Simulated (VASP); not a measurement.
# Li2P (I4/mmm) in VASP: further runs

Runs on Li2P. Level: PBE. Tasks: single point, relaxation of cell and atoms.

Everything below comes from runs of VASP 6.6.1. Logs are shortened: lines on timing, memory, paths and dates and some standing lists are left out, and cuts for length are marked.

### 1 The cell of the first run

Symmetry: I4/mmm, No. 139, tetragonal system. Conventional cell: a = 3.807 Å, b = 3.807 Å, c = 12.795 Å, α = 90.00°, β = 90.00°, γ = 90.00°. Within 3.4 Å of Li (site symmetry mmm) lie 4 P at 2.57 Å and 8 Li at 2.69 to 2.91 Å. Li (site symmetry 4mm) has 5 P at 2.47 to 2.73 Å and 4 Li at 2.91 Å within 3.3 Å. Within 3.3 Å of P (site symmetry 4mm) lie 9 Li at 2.47 to 2.73 Å.

### 2 Single point, PBE

Input file INCAR:

```
PREC = Accurate ; ENCUT = 520
EDIFF = 1E-7 ; ISMEAR = 0
SIGMA = 0.1 ; LREAL = False
LASPH = True ; NELM = 100
ALGO = Normal ; ISIF = 2
LWAVE = False ; LCHARG = False
GGA = PE ; NBANDS = 20
```

Input file KPOINTS:

```
Automatic mesh
0
Gamma
  6 6 6
```

Input file POSCAR:

```
Li2P
1.0
   -1.9036162235      1.9036162235      6.3974661851
    1.9036162235     -1.9036162235      6.3974661851
    1.9036162235      1.9036162235     -6.3974661851
Li P
4 2
Direct
    0.5000000000      0.0000000000      0.5000000000
    0.0000000000      0.5000000000      0.5000000000
    0.3280000000      0.3280000000      0.0000000000
    0.6720000000      0.6720000000      0.0000000000
    0.1350000000      0.1350000000      0.0000000000
    0.8650000000      0.8650000000      0.0000000000
```

Potentials or basis: VASP PAW PBE potentials, release 64 (Li_sv, P).

On the command line:

```console
cat potpaw_PBE.64/Li_sv/POTCAR potpaw_PBE.64/P/POTCAR > POTCAR
mpirun -np 1 vasp_std > vasp.out
```

OUTCAR:

```text
PREC = Accurate
   ENCUT = 520
   EDIFF = 1E-7
   ISMEAR = 0
   LREAL = False
   LASPH = True
   NELM = 100
   ISIF = 2
   GGA = PE

 ion  position               nearest neighbor table
   1  0.500  0.000  0.500-   5 2.57   6 2.57   5 2.57   6 2.57
   2  0.000  0.500  0.500-   5 2.57   6 2.57   5 2.57   6 2.57
   3  0.328  0.328  0.000-   5 2.47   6 2.73   6 2.73   6 2.73   6 2.73
   4  0.672  0.672  0.000-   6 2.47   5 2.73   5 2.73   5 2.73   5 2.73
   5  0.135  0.135  0.000-   3 2.47   2 2.57   1 2.57   2 2.57   1 2.57   4 2.73   4 2.73   4 2.73
                             4 2.73
   6  0.865  0.865  0.000-   4 2.47   2 2.57   1 2.57   1 2.57   2 2.57   3 2.73   3 2.73   3 2.73
                             3 2.73

  LATTYP: Found a body centered tetragonal cell.
 ALAT       =     3.8072324470
 C/A-ratio  =     3.3606911446

  Lattice vectors:

 A1 = (  -1.9036162235,   1.9036162235,   6.3974661851)
 A2 = (   1.9036162235,  -1.9036162235,   6.3974661851)
 A3 = (   1.9036162235,   1.9036162235,  -6.3974661851)

Analysis of symmetry for initial positions (statically):
=====================================================================
 Subroutine PRICEL returns:
 Original cell was already a primitive cell.

 Routine SETGRP: Setting up the symmetry group for a
 body centered tetragonal supercell.

 Subroutine GETGRP returns: Found 16 space group operations
 (whereof 16 operations were pure point group operations)
 out of a pool of 16 trial point group operations.

The static configuration has the point symmetry D_4h.

Analysis of symmetry for dynamics (positions and initial velocities):
=====================================================================
 Subroutine PRICEL returns:
 Original cell was already a primitive cell.

 Routine SETGRP: Setting up the symmetry group for a
 body centered tetragonal supercell.

 Subroutine GETGRP returns: Found 16 space group operations
 (whereof 16 operations were pure point group operations)
 out of a pool of 16 trial point group operations.

The dynamic configuration has the point symmetry D_4h.

 Subroutine INISYM returns: Found 16 space group operations
 (whereof 16 operations are pure point group operations),
 and found     1 'primitive' translations

----------------------------------------------------------------------------------------

                                     Primitive cell

  volume of cell :      92.7314

  direct lattice vectors                    reciprocal lattice vectors
    -1.903616224  1.903616224  6.397466185     0.000000000  0.262657984  0.078155943
     1.903616224 -1.903616224  6.397466185     0.262657984  0.000000000  0.078155943
     1.903616224  1.903616224 -6.397466185     0.262657984  0.262657984  0.000000000

  length of vectors
     6.940827259  6.940827259  6.940827259     0.274039355  0.274039355  0.371454484

  position of ions in fractional coordinates (direct lattice)
     0.500000000  0.000000000  0.500000000
     0.000000000  0.500000000  0.500000000
     0.328000000  0.328000000  0.000000000
     0.672000000  0.672000000  0.000000000
     0.135000000  0.135000000  0.000000000
     0.865000000  0.865000000  0.000000000

  ion indices of the primitive-cell ions
   primitive index   ion index
                 1           1
                 2           2
                 3           3
                 4           4
                 5           5
                 6           6

----------------------------------------------------------------------------------------

 KPOINTS: Automatic mesh

Automatic generation of k-mesh.
 Grid dimensions read from file:
 generate k-points for:    6    6    6

 Generating k-lattice:

  Cartesian coordinates                     Fractional coordinates (reciprocal lattice)
     0.000000000  0.043776331  0.013025990     0.166666667 -0.000000000  0.000000000
     0.043776331  0.000000000  0.013025990    -0.000000000  0.166666667  0.000000000
     0.043776331  0.043776331  0.000000000     0.000000000  0.000000000  0.166666667

  Length of vectors
[... 49 lines left out ...]
  ---------------------------------------------------
  ext. energy  EPLUGINS =         0.00000000
  ---------------------------------------------------
  free energy    TOTEN  =       -20.45628069 eV

  energy without entropy =      -20.43926330  energy(sigma->0) =      -20.44777199

 E-fermi :   2.7509     XC(G=0):  -8.7958

 val. band max:        2.7202099287   @ k =   0.0000   0.0000   0.0000
 cond. band min:       2.7598284381   @ k =  -0.1667  -0.3333   0.1667
 fundamental gap:      0.0396185093
 Fermi energy:         2.7509077070

 k-point     1 :       0.0000    0.0000    0.0000
  band No.  band energies     occupation
      1     -42.5585      2.00000
      2     -42.5062      2.00000
      3     -42.4660      2.00000
      4     -42.4628      2.00000
      5      -7.1356      2.00000
      6      -6.1240      2.00000
[... 12 lines left out ...]
     19       9.6107      0.00000
     20      11.6947      0.00000

 k-point     2 :       0.1667    0.0000   -0.0000
  band No.  band energies     occupation
      1     -42.5549      2.00000
      2     -42.5095      2.00000
      3     -42.4658      2.00000
      4     -42.4629      2.00000
      5      -7.0012      2.00000
      6      -6.0578      2.00000
[... 12 lines left out ...]
     19       9.9577      0.00000
     20      11.0718      0.00000

 k-point     3 :       0.3333    0.0000    0.0000
  band No.  band energies     occupation
      1     -42.5450      2.00000
      2     -42.5188      2.00000
      3     -42.4652      2.00000
      4     -42.4632      2.00000
      5      -6.6726      2.00000
      6      -5.9447      2.00000
[... 12 lines left out ...]
     19      10.2357      0.00000
     20      11.1203      0.00000

 k-point     4 :       0.5000    0.0000    0.0000
  band No.  band energies     occupation
      1     -42.5321      2.00000
      2     -42.5313      2.00000
      3     -42.4646      2.00000
      4     -42.4637      2.00000
      5      -6.4503      2.00000
      6      -5.9223      2.00000
[... 429 lines left out ...]
 k-point    23 :      -0.3333   -0.3333    0.1667
  band No.  band energies     occupation
      1     -42.5516      2.00000
      2     -42.5123      2.00000
      3     -42.4664      2.00000
      4     -42.4623      2.00000
      5      -6.6996      2.00000
      6      -6.2328      2.00000
[... 12 lines left out ...]
     19       9.9969      0.00000
     20      10.3374      0.00000

 k-point    24 :      -0.1667   -0.3333    0.1667
  band No.  band energies     occupation
      1     -42.5548      2.00000
      2     -42.5095      2.00000
      3     -42.4664      2.00000
      4     -42.4623      2.00000
      5      -6.9008      2.00000
      6      -6.2200      2.00000
[... 12 lines left out ...]
     19       9.7216      0.00000
     20      10.7526      0.00000

 [... further k-points ...]
[... 5 lines left out ...]
  --------------------------------------------------------------------------------------
  -------------------------------------------------------------------------------------
  Total       -0.9404081     -0.9404081      0.6459411      0.0000000      0.0000000      0.0000000
  in kB      -16.2480089    -16.2480089     11.1603219      0.0000000      0.0000000      0.0000000
  external PRESSURE =      -7.1118986 kB  Pullay stress =       0.0000000 kB

 VOLUME and BASIS-vectors are now :
 -----------------------------------------------------------------------------
  energy-cutoff  :      520.00
  volume of cell :       92.73
      direct lattice vectors                 reciprocal lattice vectors
    -1.903616224  1.903616224  6.397466185     0.000000000  0.262657984  0.078155943
     1.903616224 -1.903616224  6.397466185     0.262657984  0.000000000  0.078155943
     1.903616224  1.903616224 -6.397466185     0.262657984  0.262657984  0.000000000

 POSITION                                       TOTAL-FORCE (eV/Angst)
 -----------------------------------------------------------------------------------
      0.00000      1.90362      0.00000        -0.000000     -0.000000      0.000000
      1.90362      0.00000      0.00000        -0.000000     -0.000000      0.000000
      0.00000      0.00000      4.19674        -0.000000     -0.000000     -0.188739
      0.00000      0.00000      8.59819        -0.000000     -0.000000      0.188739
      0.00000      0.00000      1.72732         0.000000      0.000000     -0.764007
      0.00000      0.00000     11.06762         0.000000      0.000000      0.764007
 -----------------------------------------------------------------------------------
    total drift:                               -0.000000      0.000000      0.000000

  FREE ENERGIE OF THE ION-ELECTRON SYSTEM (eV)
  ---------------------------------------------------
  free  energy   TOTEN  =       -20.4562806933 eV

  energy  without entropy=      -20.4392632954  energy(sigma->0) =      -20.44777199
```

Wall time 99 s (1 thread of Intel Xeon 6975P-C (Granite Rapids), shared host); peak memory 0.38 GiB.

What came out:

```
Free energy            : -20.4563 eV
Largest force          : 0.764 eV/Å
Band gap on the k mesh : zero (band 11 reaches 3.52 eV, above the bottom of band 12 at 2.44 eV)
```

Forces in eV/Å, atoms in the order of the input:
```
Li   0.000  0.000  0.000
Li   0.000  0.000  0.000
Li   0.000  0.000 -0.189
Li   0.000  0.000  0.189
P    0.000  0.000 -0.764
P    0.000  0.000  0.764
```

Caveat: the k points lie up to 0.39 Å⁻¹ apart; the cutoff is under 1.25 times the usual one of these potentials, so pressure, stress and relaxed cells hold a basis-set (Pulay) error.

### 3 Single point, PBE

This run uses another cell than the first one, of 16.41 Å³/atom, 1.062 times its volume.

Edit INCAR of step 2 so:

```diff
@@ -1,3 +1,3 @@
 PREC = Accurate ; ENCUT = 520
-EDIFF = 1E-7 ; ISMEAR = 0
+EDIFF = 1E-6 ; ISMEAR = 0
 SIGMA = 0.1 ; LREAL = False
```

Input file KPOINTS:

```
regular mesh
0
Gamma
  6 6 6
```

Input file POSCAR:

```
Li2P
1.0
   -2.0691727141      2.0691727141      5.7482089362
    2.0691727141     -2.0691727141      5.7482089362
    2.0691727141      2.0691727141     -5.7482089362
Li P
4 2
Direct
    0.5000000000      0.0000000000      0.5000000000
    0.0000000000      0.5000000000      0.5000000000
    0.3226437726      0.3226437726      0.0000000000
    0.6773562274      0.6773562274      0.0000000000
    0.1033277652      0.1033277652      0.0000000000
    0.8966722348      0.8966722348      0.0000000000
```

Potentials or basis: VASP PAW PBE potentials, release 64 (Li_sv, P).

On the command line:

```console
cat potpaw_PBE.64/Li_sv/POTCAR potpaw_PBE.64/P/POTCAR > POTCAR
mpirun -np 1 vasp_std > vasp.out
```

It took 47 s on 1 thread of Intel Xeon 6975P-C (Granite Rapids), shared host; peak memory 0.31 GiB.

The run converged. Its results:

| Item | Value |
| --- | --- |
| Free energy | -20.9129 eV |
| Largest force | 0.029 eV/Å |
| Band gap on the k mesh | zero (band 11 reaches 3.65 eV, above the bottom of band 12 at 2.41 eV) |

Forces in eV/Å, atoms in the order of the input:
```
Li   0.000  0.000  0.000
Li   0.000  0.000  0.000
Li   0.000  0.000 -0.029
Li   0.000  0.000  0.029
P    0.000  0.000 -0.004
P    0.000  0.000  0.004
```

Levels at points of the mesh, in eV from the Fermi level:
| k point | band 7 | band 8 | band 9 | band 10 | band 11 | band 12 | band 13 | band 14 | band 15 | band 16 |
| --- | --- | --- | --- | --- | --- | --- | --- | --- | --- | --- |
| (0.00, 0.00, 0.00) | -4.69 | -2.92 | -2.92 | -0.66 | -0.66 | 0.50 | 1.69 | 3.83 | 4.49 | 4.90 |
| (0.50, 0.00, 0.00) | -4.46 | -4.02 | -2.56 | -2.42 | 0.14 | 0.74 | 2.88 | 3.24 | 3.36 | 3.68 |
| (0.50, 0.50, 0.00) | -3.98 | -3.58 | -3.45 | -2.87 | -1.82 | -0.99 | 1.48 | 2.68 | 3.65 | 5.13 |
| (0.50, 0.50, 0.50) | -3.24 | -3.13 | -3.13 | -0.28 | 0.09 | 0.09 | 0.55 | 3.13 | 4.01 | 4.34 |

Caveat: the cutoff is under 1.25 times the usual one of these potentials, so pressure, stress and relaxed cells hold a basis-set (Pulay) error.

### 4 Relaxation of cell and atoms, PBE

Input file INCAR:

```
  ALGO = Normal
  EDIFF = 1E-7
  EDIFFG = -0.04
  ENCUT = 600
  GGA = PE
  IBRION = 2
  ISIF = 3
  ISMEAR = 0
  LASPH = T
  LCHARG = F
  LREAL = F
  LWAVE = F
  NELM = 80
  NSW = 90
  PREC = Accurate
  SIGMA = 0.1
```

Input file KPOINTS:

```
k-points
0
Gamma
  6 6 6
```

Input file POSCAR:

```
Li2P
1.0
   -1.9036162235      1.9036162235      6.3974661851
    1.9036162235     -1.9036162235      6.3974661851
    1.9036162235      1.9036162235     -6.3974661851
Li P
4 2
Direct
    0.5000000000      0.0000000000      0.5000000000
    0.0000000000      0.5000000000      0.5000000000
    0.3280000000      0.3280000000      0.0000000000
    0.6720000000      0.6720000000      0.0000000000
    0.1350000000      0.1350000000      0.0000000000
    0.8650000000      0.8650000000      0.0000000000
```

On the command line:

```console
cat potpaw_PBE.64/Li_sv/POTCAR potpaw_PBE.64/P/POTCAR > POTCAR
mpirun -np 1 vasp_std > vasp.out
```

Run time: 26 min. Hardware: 1 thread of Intel Xeon 6975P-C (Granite Rapids), shared host; peak memory 0.46 GiB.

Results (log left out):

| Quantity | Value |
| --- | --- |
| Free energy | -20.9103 eV |
| Relaxed volume | 16.49 Å³/atom |
| Relaxed cell | a = 6.443 Å, b = 6.443 Å, c = 6.443 Å, α = 142.39°, β = 142.39°, γ = 54.24° |
| Space group after relaxing (to 0.05 Å) | I4/mmm (No. 139) |
| Energy gained by relaxing | 75.7 meV/atom |
| Ionic steps | 33 |
| Pressure after relaxing | -0.1 GPa |
| Largest force after relaxing | 0.012 eV/Å |
| Band gap on the k mesh | zero (band 11 reaches 3.63 eV, above the bottom of band 12 at 2.39 eV) |

Forces in eV/Å, atoms in the order of the input:
```
Li   0.000  0.000  0.000
Li   0.000  0.000  0.000
Li   0.000  0.000 -0.002
Li   0.000  0.000  0.002
P    0.000  0.000 -0.012
P    0.000  0.000  0.012
```

The path:
```tsv
step	energy change (eV)	largest force (eV/Å)	pressure (GPa)	volume (Å³)
1	0.0000	0.7646	-0.75	92.73
2	-0.0668	0.5511	-0.23	91.76
3	-0.1295	0.2197	1.10	89.76
4	-0.1301	0.2166	1.29	89.52
5	-0.1496	0.1626	0.54	91.49
6	-0.1576	0.0998	-0.25	93.77
7	-0.1644	0.0823	-0.15	93.68
8	-0.1867	0.2874	0.21	93.38
9	-0.2154	0.4900	1.03	92.65
10	-0.2167	0.4365	0.83	92.82
11	-0.2180	0.4389	0.84	92.83
12	-0.2217	0.4484	0.88	92.87
13	-0.2277	0.4977	0.96	92.93
14	-0.2356	0.5945	1.24	93.04
15	-0.2460	0.5810	1.20	93.28
16	-0.2727	0.5381	1.11	94.03
17	-0.3066	0.4532	1.03	95.50
18	-0.3885	0.3570	0.42	98.38
19	0.2587	4.9732	3.80	103.84
20	-0.3942	0.3489	0.34	98.69
21	-0.3281	1.4492	1.18	101.31
22	-0.4017	0.3175	0.36	99.16
23	-0.4030	0.3935	0.54	99.79
24	-0.4040	0.2829	0.46	99.54
25	-0.4210	0.2350	0.11	100.38
26	-0.4332	0.1428	-0.55	102.13
27	-0.4335	0.1555	-0.46	101.89
28	-0.4397	0.1461	-0.35	101.17
29	-0.4493	0.1148	0.01	99.04
30	-0.4496	0.1441	0.10	98.57
31	-0.4532	0.0358	0.30	98.17
32	-0.4532	0.0416	0.32	98.13
33	-0.4543	0.0120	-0.06	98.97
```

Final structure:
```
Li P
1.0
    -2.07710    2.07710    5.73485
     2.07710   -2.07710    5.73485
     2.07710    2.07710   -5.73485
Li P
4 2
Cartesian
  0.0000 2.0771 0.0000
  2.0771 0.0000 0.0000
  0.0000 0.0000 3.6864
  0.0000 0.0000 7.7833
  0.0000 0.0000 1.1830
  2.0771 2.0771 4.5519
```

Levels at points of the mesh, in eV from the Fermi level:
```
           k point  band 8  band 9  band 10  band 11  band 12  band 13  band 14  band 15
(0.00, 0.00, 0.00)   -2.95   -2.95    -0.68    -0.68     0.46     1.69     3.80     4.45
(0.50, 0.00, 0.00)   -4.04   -2.61    -2.41     0.12     0.76     2.86     3.22     3.31
(0.50, 0.50, 0.00)   -3.61   -3.47    -2.86    -1.79    -1.00     1.49     2.64     3.62
(0.50, 0.50, 0.50)   -3.17   -3.17    -0.23     0.08     0.08     0.51     3.06     3.97
```

Caveat: the k points lie up to 0.36 Å⁻¹ apart in the final cell; the cutoff is under 1.25 times the usual one of these potentials, so pressure, stress and relaxed cells hold a basis-set (Pulay) error.

### 5 Single point, PBE

This run uses another cell than the first one, of 16.56 Å³/atom, 1.072 times its volume.

Input file INCAR:

```
ALGO = Normal ; EDIFF = 1E-7
ENCUT = 520 ; GGA = PE
ISIF = 2 ; ISMEAR = 0
LASPH = True ; LCHARG = True
LELF = True ; LREAL = False
LVHAR = True ; LWAVE = False
NBANDS = 20 ; NELM = 100
PREC = Accurate ; SIGMA = 0.1
```

Input file KPOINTS:

```
k-points
0
Gamma
  12 12 12
```

Input file POSCAR:

```
Li2P
1.0
   -2.0807965943      2.0807965943      5.7384036909
    2.0807965943     -2.0807965943      5.7384036909
    2.0807965943      2.0807965943     -5.7384036909
Li P
4 2
Direct
    0.5000000000      0.0000000000      0.5000000000
    0.0000000000      0.5000000000      0.5000000000
    0.3211521249      0.3211521249      0.0000000000
    0.6788478751      0.6788478751      0.0000000000
    0.1031233478      0.1031233478      0.0000000000
    0.8968766522      0.8968766522      0.0000000000
```

On the command line:

```console
cat potpaw_PBE.64/Li_sv/POTCAR potpaw_PBE.64/P/POTCAR > POTCAR
mpirun -np 1 vasp_std > vasp.out
```

Run time: 4.5 min. Hardware: 1 thread of Intel Xeon 6975P-C (Granite Rapids), shared host; peak memory 0.47 GiB.

Results (log left out):

- Free energy: -20.8943 eV
- Largest force: 0.031 eV/Å
- Band gap on the k mesh: zero (band 11 reaches 3.60 eV, above the bottom of band 12 at 2.37 eV)

Forces in eV/Å, atoms in the order of the input:
```
Li   0.000  0.000  0.000
Li   0.000  0.000  0.000
Li   0.000  0.000 -0.002
Li   0.000  0.000  0.002
P    0.000  0.000 -0.031
P    0.000  0.000  0.031
```

Levels at points of the mesh, in eV from the Fermi level:
```tsv
k point	band 7	band 8	band 9	band 10	band 11	band 12	band 13	band 14	band 15	band 16
(0.00, 0.00, 0.00)	-4.58	-2.84	-2.84	-0.56	-0.56	0.56	1.79	3.91	4.53	5.00
(0.50, 0.00, 0.00)	-4.34	-3.92	-2.49	-2.28	0.22	0.88	2.96	3.32	3.41	3.71
(0.50, 0.50, 0.00)	-3.88	-3.49	-3.35	-2.74	-1.67	-0.88	1.60	2.75	3.72	5.21
(0.50, 0.50, 0.50)	-3.15	-3.05	-3.05	-0.11	0.20	0.20	0.61	3.14	4.07	4.38
```

Caveat: the cutoff is under 1.25 times the usual one of these potentials, so pressure, stress and relaxed cells hold a basis-set (Pulay) error.

### 6 The runs side by side

| task | cell | k mesh | cutoff (eV) | gap on the mesh (eV) | largest force (eV/Å) |
| --- | --- | --- | --- | --- | --- |
| single point | a = 6.941 Å, angles 148.2, 148.2, 45.6°, 6 atoms | 6 × 6 × 6 | 520 | none | 0.76 |
| single point | a = 6.450 Å, angles 142.6, 142.6, 54.0°, 6 atoms | 6 × 6 × 6 | 520 | none | 0.03 |
| relaxation of cell and atoms | relaxed from a = 6.941 Å, angles 148.2, 148.2, 45.6°, 6 atoms | 6 × 6 × 6 | 600 | none | 0.01 |
| single point | a = 6.449 Å, angles 142.4, 142.4, 54.3°, 6 atoms | 12 × 12 × 12 | 520 | none | 0.03 |

Alike in all rows: level PBE; potentials or basis VASP PAW PBE potentials, release 64 (Li_sv, P); no spin polarisation; smearing gaussian 0.1 eV.

Caveats: some runs use coarse meshes; the cutoff is under 1.25 times the usual one of these potentials, so pressure, stress and relaxed cells hold a basis-set (Pulay) error.

Total energies depend on the potentials used, so only differences within one code and one set of settings carry meaning.
